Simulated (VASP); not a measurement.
# SiC (P3m1) in VASP: single point with LDA

Aim: the single point of SiC with LDA.

Everything below comes from runs of VASP 6.6.1. Logs are shortened: lines on timing, memory, paths and dates and some standing lists are left out, and cuts for length are marked.

## (1) The cell of the first run

It takes space group P3m1 (No. 156, trigonal). The conventional cell has a = 3.085 Å, b = 3.085 Å, c = 15.135 Å, α = 90.00°, β = 90.00°, γ = 120.00°. Si (site symmetry 3m) has 4 C at 1.91 to 1.96 Å within 2.5 Å. Within 2.4 Å of Si (site symmetry 3m) lie 4 C at 1.84 to 1.87 Å. Si (site symmetry 3m) has 4 C at 1.84 to 1.87 Å within 2.4 Å. Within 2.5 Å of Si (site symmetry 3m) lie 4 C at 1.91 to 1.95 Å. Within 2.4 Å of Si (site symmetry 3m) lie 4 C at 1.84 to 1.87 Å. Within 2.5 Å of Si (site symmetry 3m) lie 4 C at 1.91 to 1.95 Å. C (site symmetry 3m) has 4 Si at 1.87 to 1.96 Å within 2.5 Å. C (site symmetry 3m) has 4 Si at 1.84 to 1.91 Å within 2.4 Å.

## (2) Single point, LDA (atoms displaced along a vibrational mode, the cell strained)

File INCAR:

```
SYSTEM = SiC
PREC = Accurate ; ENCUT = 520
EDIFF = 1E-6 ; ISMEAR = 0
SIGMA = 0.05 ; LREAL = .FALSE.
LASPH = .TRUE. ; NELM = 100
ALGO = Normal ; ISIF = 2
LWAVE = .FALSE. ; LCHARG = .TRUE.
LELF = .TRUE. ; LVHAR = .TRUE.
NBANDS = 36
```

File KPOINTS:

```
regular mesh
0
G
  12 12 2
  0 0 0
```

File POSCAR:

```
SiC
1.0
    3.0846364989      0.0000000000      0.0000000000
   -1.5423182495      2.6713735695      0.0000000000
    0.0000000000      0.0000000000     15.1354582990
Si C
6 6
Direct
    0.0000000000      0.0000000000      0.1250882858
    0.0000000000      0.0000000000      0.6249918902
    0.3333333333      0.6666666667      0.2918672959
    0.6666666667      0.3333333333      0.7917686647
    0.3333333333      0.6666666667      0.9583457109
    0.6666666667      0.3333333333      0.4582689817
    0.0000000000      0.0000000000      0.9958501731
    0.0000000000      0.0000000000      0.5035246127
    0.3333333333      0.6666666667      0.1704002860
    0.6666666667      0.3333333333      0.6632558416
    0.3333333333      0.6666666667      0.8370088650
    0.6666666667      0.3333333333      0.3296293926
```

Potentials or basis: VASP PAW LDA potentials, release 64 (Si, C).

Launch:

```sh
$ cat potpaw_LDA.64/Si/POTCAR potpaw_LDA.64/C/POTCAR > POTCAR
$ mpirun -np 1 vasp_std > vasp.out
```

OUTCAR:

```text
SYSTEM = SiC
   PREC = Accurate
   ENCUT = 520
   EDIFF = 1E-6
   ISMEAR = 0
   LREAL = .FALSE.
   LASPH = .TRUE.
   NELM = 100
   ISIF = 2

 ion  position               nearest neighbor table
   1  0.000  0.000  0.125-   9 1.91   9 1.91   9 1.91   7 1.96   5 3.09   5 3.09   5 3.09   3 3.09
                             3 3.09   3 3.09
   2  0.000  0.000  0.625-   8 1.84  10 1.87  10 1.87  10 1.87   6 3.09   6 3.09   6 3.09   4 3.09
                             4 3.09   4 3.09
   3  0.333  0.667  0.292-   9 1.84  12 1.87  12 1.87  12 1.87   6 3.08   6 3.08   6 3.08   1 3.09
                             1 3.09   1 3.09
   4  0.667  0.333  0.792-  11 1.91  11 1.91  11 1.91  10 1.95   5 3.09   5 3.09   5 3.09   2 3.09
                             2 3.09   2 3.09
   5  0.333  0.667  0.958-  11 1.84   7 1.87   7 1.87   7 1.87   4 3.09   4 3.09   4 3.09   1 3.09
                             1 3.09   1 3.09
   6  0.667  0.333  0.458-   8 1.91   8 1.91   8 1.91  12 1.95   3 3.08   3 3.08   3 3.08   2 3.09
                             2 3.09   2 3.09
   7  0.000  0.000  0.996-   5 1.87   5 1.87   5 1.87   1 1.96
   8  0.000  0.000  0.504-   2 1.84   6 1.91   6 1.91   6 1.91
   9  0.333  0.667  0.170-   3 1.84   1 1.91   1 1.91   1 1.91
  10  0.667  0.333  0.663-   2 1.87   2 1.87   2 1.87   4 1.95
  11  0.333  0.667  0.837-   5 1.84   4 1.91   4 1.91   4 1.91
  12  0.667  0.333  0.330-   3 1.87   3 1.87   3 1.87   6 1.95

  LATTYP: Found a hexagonal cell.
 ALAT       =     3.0846364989
 C/A-ratio  =     4.9067234679

  Lattice vectors:

 A1 = (   3.0846364989,   0.0000000000,   0.0000000000)
 A2 = (  -1.5423182495,   2.6713735695,   0.0000000000)
 A3 = (   0.0000000000,   0.0000000000,  15.1354582990)

Analysis of symmetry for initial positions (statically):
=====================================================================
 Subroutine PRICEL returns:
 Original cell was already a primitive cell.

 Routine SETGRP: Setting up the symmetry group for a
 hexagonal supercell.

 Subroutine GETGRP returns: Found  6 space group operations
 (whereof  6 operations were pure point group operations)
 out of a pool of 24 trial point group operations.

The static configuration has the point symmetry C_3v.

Analysis of symmetry for dynamics (positions and initial velocities):
=====================================================================
 Subroutine PRICEL returns:
 Original cell was already a primitive cell.

 Routine SETGRP: Setting up the symmetry group for a
 hexagonal supercell.

 Subroutine GETGRP returns: Found  6 space group operations
 (whereof  6 operations were pure point group operations)
 out of a pool of 24 trial point group operations.

The dynamic configuration has the point symmetry C_3v.

 Subroutine INISYM returns: Found  6 space group operations
 (whereof  6 operations are pure point group operations),
 and found     1 'primitive' translations

----------------------------------------------------------------------------------------

                                     Primitive cell

  volume of cell :     124.7195

  direct lattice vectors                    reciprocal lattice vectors
     3.084636499  0.000000000  0.000000000     0.324187307  0.187169629  0.000000000
    -1.542318250  2.671373570  0.000000000     0.000000000  0.374339258  0.000000000
     0.000000000  0.000000000 15.135458299     0.000000000  0.000000000  0.066070018

  length of vectors
     3.084636499  3.084636499 15.135458299     0.374339258  0.374339258  0.066070018

  position of ions in fractional coordinates (direct lattice)
     0.000000000  0.000000000  0.125088286
     0.000000000  0.000000000  0.624991890
     0.333333333  0.666666667  0.291867296
     0.666666667  0.333333333  0.791768665
     0.333333333  0.666666667  0.958345711
     0.666666667  0.333333333  0.458268982
     0.000000000  0.000000000  0.995850173
     0.000000000  0.000000000  0.503524613
     0.333333333  0.666666667  0.170400286
     0.666666667  0.333333333  0.663255842
     0.333333333  0.666666667  0.837008865
     0.666666667  0.333333333  0.329629393

  ion indices of the primitive-cell ions
   primitive index   ion index
                 1           1
                 2           2
                 3           3
                 4           4
                 5           5
                 6           6
                 7           7
                 8           8
                 9           9
                10          10
                11          11
                12          12

----------------------------------------------------------------------------------------

 KPOINTS: regular mesh

Automatic generation of k-mesh.
 Grid dimensions read from file:
 generate k-points for:   12   12    2

 Generating k-lattice:

  Cartesian coordinates                     Fractional coordinates (reciprocal lattice)
     0.027015609  0.015597469  0.000000000     0.083333333  0.000000000  0.000000000
     0.000000000  0.031194938  0.000000000     0.000000000  0.083333333  0.000000000
     0.000000000  0.000000000  0.033035009     0.000000000  0.000000000  0.500000000

  Length of vectors
     0.031194938  0.031194938  0.033035009

  Shift w.r.t. Gamma in fractional coordinates (k-lattice)
     0.000000000  0.000000000  0.000000000

 Subroutine IBZKPT returns following result:
 ===========================================

 Found     38 irreducible k-points:

 Following reciprocal coordinates:
            Coordinates               Weight
  0.000000  0.000000  0.000000      1.000000
  0.083333  0.000000  0.000000      6.000000
  0.166667  0.000000  0.000000      6.000000
  0.250000  0.000000  0.000000      6.000000
  0.333333  0.000000  0.000000      6.000000
  0.416667  0.000000  0.000000      6.000000
[... 16 lines left out ...]
  0.250000  0.000000  0.500000      6.000000
  0.333333  0.000000  0.500000      6.000000
 [... further k-points ...]
   k-points           NKPTS =     38   k-points in BZ     NKDIM =     38   number of bands    NBANDS=     36
   number of dos      NEDOS =    301   number of ions     NIONS =     12
   total plane-waves  NPLWV =  69120
   dimension x,y,z NGX =    24 NGY =   24 NGZ =  120
   dimension x,y,z NGXF=    48 NGYF=   48 NGZF=  240
   ions per type =               6   6
   NGX,Y,Z   is equivalent  to a cutoff of  12.93, 12.93, 13.18 a.u.
   NGXF,Y,Z  is equivalent  to a cutoff of  25.87, 25.87, 26.36 a.u.
 SYSTEM =  SiC
   PREC   = accura    normal or accurate (medium, high low for compatibility)
   ISTART =      0    job   : 0-new  1-cont  2-samecut
   ICHARG =      2    charge: 1-file 2-atom 10-const
   ISPIN  =      1    spin polarized calculation?
   LNONCOLLINEAR =      F non collinear calculations
   LSORBIT =      F    spin-orbit coupling
   LASPH  =      T    aspherical Exc in radial PAW
   ENCUT  =  520.0 eV  38.22 Ry    6.18 a.u.   5.74  5.74 28.14*2*pi/ulx,y,z
   NELM   =    100;   NELMIN=  2; NELMDL= -5     # of ELM steps
   EDIFF  = 0.1E-05   stopping-criterion for ELM
   LREAL  =      F    real-space projection
[... 7 lines left out ...]
   TEBEG  =    0.0;   TEEND  =   0.0 temperature during run
   PSTRESS=    0.0 pullay stress
   NELECT =      48.0000    total number of electrons
   NUPDOWN=      -1.0000    fix difference up-down
   EMIN   =  10.00;   EMAX   =-10.00  energy-range for DOS
   EFERMI =   0.00;   METHOD = LEGACY
   ISMEAR =     0;   SIGMA  =   0.05  broadening in eV -4-tet -1-fermi 0-gaus
   EFERMI_NEDOS =   21; number of points for ismear=-14 and -15
   IALGO  =     38    algorithm
   IMIX   =      4    mixing-type and parameters
     AMIX     =   0.40;   BMIX     =  1.00
     AMIX_MAG =   1.60;   BMIX_MAG =  1.00
  volume/ion in A,a.u.               =      10.39        70.14
  Fermi-wavevector in a.u.,A,eV,Ry     =   1.190814  2.250312 19.293570  1.418037
  Thomas-Fermi vector in A             =   2.326890
   LORBIT       =      0    0 simple, 1 ext, 2 COOP (PROOUT), +10 PAW based schemes
   GGA     = CA    functional components
   LHFCALC =     F    Hartree Fock is set to
   AEXX    =    0.0000 exact exchange contribution
   IVDW    =     0    specifies the selected vdW correction
   LEPSILON=     F    determine dielectric tensor
   LRPA    =     F    only Hartree local field effects (RPA)
 non-spin polarized calculation
 Gauss-broadening in eV      SIGMA  =   0.05
  energy-cutoff  :      520.00
  volume of cell :      124.72
 maximum number of plane-waves:      3375
 NGX is ok and might be reduce to    24
   NGX = 11   NGY = 11   NGZ = 57

 number of electron      48.0000001 magnetization

 Free energy of the ion-electron system (eV)
  ---------------------------------------------------
  ext. energy  EPLUGINS =         0.00000000
  ---------------------------------------------------
  free energy    TOTEN  =       -99.54740827 eV

  energy without entropy =      -99.54740827  energy(sigma->0) =      -99.54740827

 E-fermi :   8.3113     XC(G=0): -11.5352

 val. band max:        8.0819760741   @ k =   0.0000   0.0000   0.0000
 cond. band min:      10.0065068156   @ k =   0.5000   0.0000   0.0000
 fundamental gap:      1.9245307415
 Fermi energy:         8.3112542919

 k-point     1 :       0.0000    0.0000    0.0000
  band No.  band energies     occupation
      1      -7.2851      2.00000
      2      -6.7707      2.00000
      3      -6.7353      2.00000
      4      -5.2047      2.00000
      5      -5.1752      2.00000
      6      -3.6634      2.00000
[... 28 lines left out ...]
     35      15.2132      0.00000
     36      15.3712      0.00000

 k-point     2 :       0.0833    0.0000    0.0000
  band No.  band energies     occupation
      1      -7.1645      2.00000
      2      -6.6519      2.00000
      3      -6.6161      2.00000
      4      -5.0912      2.00000
      5      -5.0616      2.00000
      6      -3.5612      2.00000
[... 28 lines left out ...]
     35      15.2494      0.00000
     36      15.3189      0.00000

 k-point     3 :       0.1667    0.0000    0.0000
  band No.  band energies     occupation
      1      -6.8057      2.00000
      2      -6.2987      2.00000
      3      -6.2615      2.00000
      4      -4.7560      2.00000
      5      -4.7259      2.00000
      6      -3.2633      2.00000
[... 28 lines left out ...]
     35      15.5312      0.00000
     36      15.9088      0.00000

 k-point     4 :       0.2500    0.0000    0.0000
  band No.  band energies     occupation
      1      -6.2183      2.00000
      2      -5.7229      2.00000
      3      -5.6829      2.00000
      4      -4.2185      2.00000
      5      -4.1873      2.00000
      6      -2.8064      2.00000
[... 28 lines left out ...]
     35      15.8315      0.00000
     36      16.0319      0.00000

 k-point     5 :       0.3333    0.0000    0.0000
  band No.  band energies     occupation
      1      -5.4262      2.00000
      2      -4.9549      2.00000
      3      -4.9081      2.00000
      4      -3.5360      2.00000
      5      -3.5034      2.00000
      6      -2.3101      2.00000
[... 655 lines left out ...]
 k-point    22 :       0.1667    0.0000    0.5000
  band No.  band energies     occupation
      1      -6.6816      2.00000
      2      -6.6636      2.00000
      3      -5.7682      2.00000
      4      -5.4636      2.00000
      5      -3.8124      2.00000
      6      -3.7889      2.00000
[... 28 lines left out ...]
     35      15.6843      0.00000
     36      15.8248      0.00000

 k-point    23 :       0.2500    0.0000    0.5000
  band No.  band energies     occupation
      1      -6.0968      2.00000
      2      -6.0786      2.00000
      3      -5.2047      2.00000
      4      -4.9012      2.00000
      5      -3.3170      2.00000
      6      -3.2930      2.00000
[... 28 lines left out ...]
     35      15.9104      0.00000
     36      15.9387      0.00000

 k-point    24 :       0.3333    0.0000    0.5000
  band No.  band energies     occupation
      1      -5.3099      2.00000
      2      -5.2912      2.00000
      3      -4.4606      2.00000
      4      -4.1646      2.00000
      5      -2.7336      2.00000
      6      -2.7086      2.00000
[... 28 lines left out ...]
     35      15.7889      0.00000
     36      15.8225      0.00000

 [... further k-points ...]
[... 5 lines left out ...]
  --------------------------------------------------------------------------------------
  -------------------------------------------------------------------------------------
  Total       -3.7140942     -3.7140942     -2.9826653      0.0000000      0.0000000     -0.0000000
  in kB      -47.7121846    -47.7121846    -38.3160653      0.0000000      0.0000000     -0.0000000
  external PRESSURE =     -44.5801448 kB  Pullay stress =       0.0000000 kB

 VOLUME and BASIS-vectors are now :
 -----------------------------------------------------------------------------
  energy-cutoff  :      520.00
  volume of cell :      124.72
      direct lattice vectors                 reciprocal lattice vectors
     3.084636499  0.000000000  0.000000000     0.324187307  0.187169629  0.000000000
    -1.542318250  2.671373570  0.000000000     0.000000000  0.374339258  0.000000000
     0.000000000  0.000000000 15.135458299     0.000000000  0.000000000  0.066070018

 POSITION                                       TOTAL-FORCE (eV/Angst)
 -----------------------------------------------------------------------------------
      0.00000      0.00000      1.89327        -0.000000     -0.000000      0.115393
      0.00000      0.00000      9.45954         0.000000     -0.000000      0.153329
     -0.00000      1.78092      4.41755        -0.000000      0.000000      0.020968
      1.54232      0.89046     11.98378        -0.000000     -0.000000      0.190994
     -0.00000      1.78092     14.50500        -0.000000     -0.000000      0.038665
      1.54232      0.89046      6.93611        -0.000000     -0.000000      0.185297
      0.00000      0.00000     15.07265        -0.000000     -0.000000      1.582209
      0.00000      0.00000      7.62108        -0.000000     -0.000000     -1.849233
     -0.00000      1.78092      2.57909         0.000000      0.000000     -1.698149
      1.54232      0.89046     10.03868        -0.000000     -0.000000      1.493221
     -0.00000      1.78092     12.66851         0.000000     -0.000000     -1.765126
      1.54232      0.89046      4.98909         0.000000     -0.000000      1.532431
 -----------------------------------------------------------------------------------
    total drift:                               -0.000000     -0.000000      0.000277

  FREE ENERGIE OF THE ION-ELECTRON SYSTEM (eV)
  ---------------------------------------------------
  free  energy   TOTEN  =       -99.5474082673 eV

  energy  without entropy=      -99.5474082673  energy(sigma->0) =      -99.54740827
```

Run time: 2.7 min. Hardware: 1 thread of Intel Xeon Platinum 8375C at 2.90GHz (Ice Lake), shared host; peak memory 0.27 GiB.

What came out:

```yaml
Free_energy: -99.5474 eV
Pressure: -4.5 GPa
Largest_force: 1.849 eV/Å
Band_gap_on_the_k_mesh: 1.92 eV (least direct gap 3.03 eV)
```

Forces in eV/Å, atoms in the order of the input:
```
Si   0.000  0.000  0.115
Si   0.000  0.000  0.153
Si   0.000  0.000  0.021
Si   0.000  0.000  0.191
Si   0.000  0.000  0.039
Si   0.000  0.000  0.185
C    0.000  0.000  1.582
C    0.000  0.000 -1.849
C    0.000  0.000 -1.698
C    0.000  0.000  1.493
C    0.000  0.000 -1.765
C    0.000  0.000  1.532
```

Levels at points of the mesh, in eV from the valence-band top:
| k point | band 21 | band 22 | band 23 | band 24 | band 25 | band 26 | band 27 | band 28 |
| --- | --- | --- | --- | --- | --- | --- | --- | --- |
| (0.00, 0.00, 0.00) | -0.29 | -0.07 | 0.00 | 0.00 | 5.08 | 5.23 | 5.63 | 6.16 |
| (0.50, 0.00, 0.00) | -1.80 | -1.77 | -1.69 | -1.10 | 1.92 | 2.12 | 3.09 | 3.76 |
| (0.00, 0.00, 0.50) | -0.11 | -0.11 | -0.08 | -0.08 | 5.12 | 5.16 | 5.81 | 5.94 |
| (0.50, 0.00, 0.50) | -1.83 | -1.64 | -1.32 | -1.30 | 1.96 | 1.98 | 3.25 | 3.35 |

Caveat: the cell differs from its parent crystal (atoms displaced along a vibrational mode, the cell strained); the cell stands under tension; forces of over 1 eV/Å act on the atoms, so gaps and moduli don't describe the material at rest. A k mesh can miss the band edges.
